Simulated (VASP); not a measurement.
A run of VASP 6.6.1 is set up as follows.

Contents of INCAR:

```
PREC = Accurate ; ENCUT = 520
EDIFF = 1E-6 ; ISMEAR = 0
SIGMA = 0.15 ; LREAL = False
LASPH = True ; NELM = 80
ALGO = Normal ; ISIF = 2
LWAVE = False ; LCHARG = True
GGA = PE ; LELF = True
LVHAR = True ; NBANDS = 14
```

Contents of KPOINTS:

```
Automatic mesh
0
Gamma
  16 16 16
```

Contents of POSCAR:

```
HfN
1.0
    0.0000000000      2.2738140414      2.2738140414
    2.2738140414      0.0000000000      2.2738140414
    2.2738140414      2.2738140414      0.0000000000
Hf N
1 1
Direct
   -0.0013390996      0.0020086494      0.0013390996
    0.5170638404      0.4744042393      0.4829361596
```

Potentials or basis: VASP PAW PBE potentials, release 64 (Hf_pv, N).

Run with:

```bash
$ cat potpaw_PBE.64/Hf_pv/POTCAR potpaw_PBE.64/N/POTCAR > POTCAR
$ mpirun -np 1 vasp_std > vasp.out
```

Task: What does it give for the pressure?

Result: -0.8 GPa.

Task: Predict the largest force.

Result: 1.174 eV/Å.

Forces in eV/Å, atoms in the order of the input:
```
Hf  -1.152  0.000 -0.224
N    1.152  0.000  0.224
```

Caveat: the cell differs from its parent crystal (mode 4 frozen in at -0.097 Å and mode 6 at -0.019 Å (largest displacements)); forces of over 1 eV/Å act on the atoms, so gaps and moduli don't describe the material at rest.
